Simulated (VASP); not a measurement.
Runs of VASP 6.6.1 on NbCu. The structure is that of space group Fm-3m (No. 225), or close to it. The cells are those of the table. 

| task | level | cell | k mesh | cutoff (eV) | grid for exact exchange (PRECFOCK) | share of exact exchange | screening parameter | gap on the mesh (eV) | pressure (GPa) |
| --- | --- | --- | --- | --- | --- | --- | --- | --- | --- |
| single point | PBEsol | a = 3.459 Å, angles 60.0°, 2 atoms | 9 × 9 × 9 | 520 | - | - | - | none | 19.9 |
| single point | PBEsol | a = 3.542 Å, angles 60.0°, 2 atoms | 9 × 9 × 9 | 520 | - | - | - | none | (a) |
| single point | PBEsol | a = 3.415 Å, angles 60.0°, 2 atoms | 9 × 9 × 9 | 520 | - | - | - | none | (c) |
| relaxation of cell and atoms | PBEsol | relaxed to 5 GPa from a = 3.624 Å, angles 60.0°, 2 atoms | 9 × 9 × 9 | 600 | - | - | - | none | 5.1 |
| single point | PBEsol | a = 3.562 Å, angles 60.0°, 2 atoms | 9 × 9 × 9 | 520 | - | - | - | none | (b) |
| single point | PBEsol | a = 3.576 Å, angles 60.0°, 2 atoms | 9 × 9 × 9 | 520 | - | - | - | none | -0.3 |
| relaxation of cell and atoms | PBEsol | relaxed to 20 GPa from a = 3.624 Å, angles 60.0°, 2 atoms | 9 × 9 × 9 | 600 | - | - | - | none | 20.1 |
| relaxation of cell and atoms | PBEsol | relaxed to 2 GPa from a = 3.624 Å, angles 60.0°, 2 atoms | 9 × 9 × 9 | 600 | - | - | - | none | 2.0 |
| single point | PBE-based screened hybrid | a = 3.601 Å, angles 60.0°, 2 atoms | 5 × 5 × 5 | 520 | Normal | 0.25 | 0.3 1/Å | none | -0.1 |
| relaxation of cell and atoms | PBEsol | relaxed to 10 GPa from a = 3.624 Å, angles 60.0°, 2 atoms | 9 × 9 × 9 | 600 | - | - | - | none | 10.0 |
| single point | PBEsol | a = 3.511 Å, angles 60.0°, 2 atoms | 9 × 9 × 9 | 520 | - | - | - | none | 9.9 |
| single point | PBE-based screened hybrid | a = 3.624 Å, angles 60.0°, 2 atoms | 5 × 5 × 5 | 520 | Normal | 0.25 | 0.3 1/Å | none | -2.8 |

Alike in all rows: potentials or basis VASP PAW PBE potentials, release 64 (Nb_sv, Cu); no spin polarisation; smearing fermi-dirac 0.05 eV.

**Question.** Estimate the missing entries.

**Answer.** (a) 4.9; (b) 1.7; (c) 29.9.

Caveats: some runs use coarse meshes; the PAW data sets were made with another functional, which shifts forces and pressure a little; the cell is relaxed towards a set pressure, so the enthalpy falls and the energy may rise (some runs).

A k mesh can miss the band edges, and the runs leave out spin-orbit coupling on Nb.

A gap of «none» marks levels without a gap at the run's occupations.
